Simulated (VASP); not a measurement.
The system is NaCl.

```
Na Cl
1.0
     0.00000    2.81000    2.81000
     2.81000    0.00000    2.81000
     2.81000    2.81000    0.00000
Na Cl
1 1
Direct
  0.00000 0.00000 0.00000
  0.50000 0.50000 0.50000
```

| Item | Value |
| --- | --- |
| Program | VASP 6.6.1 |
| Task | relaxation of cell and atoms |
| Functional | LDA |
| Potentials or basis | VASP PAW LDA potentials, release 64 (Na_pv, Cl) |
| Cutoff | 500 eV |
| k mesh | 6 × 6 × 6 |
| Occupations | gaussian, width 0.01 eV |
| Spin | no spin polarisation |

At the start: pressure -2.3 GPa; volume 22.19 Å³/atom.

Task: Where does the relaxation end?

Result: Over 4 steps the energy falls by 13.7 meV/atom and the volume is 20.39 Å³/atom (-8.1 %); space group Fm-3m (No. 225, to 0.1 Å) before and after.

Step by step:
```tsv
step	energy change (eV)	largest force (eV/Å)	pressure (GPa)	volume (Å³)
1	0.0000	0.0000	-2.26	44.38
2	-0.0214	0.0000	-1.15	42.40
3	-0.0273	0.0000	-0.10	40.91
4	-0.0273	0.0000	0.01	40.78
```

Final structure:
```cif
data_structure
_symmetry_space_group_name_H-M 'P 1'
_symmetry_Int_Tables_number 1
_cell_length_a 3.8637
_cell_length_b 3.8637
_cell_length_c 3.8637
_cell_angle_alpha 60.000
_cell_angle_beta 60.000
_cell_angle_gamma 60.000
_cell_volume 40.78
loop_
_atom_site_label
_atom_site_type_symbol
_atom_site_fract_x
_atom_site_fract_y
_atom_site_fract_z
_atom_site_occupancy
Na1 Na 0.00000 0.00000 0.00000 1
Cl1 Cl 0.50000 0.50000 0.50000 1
```
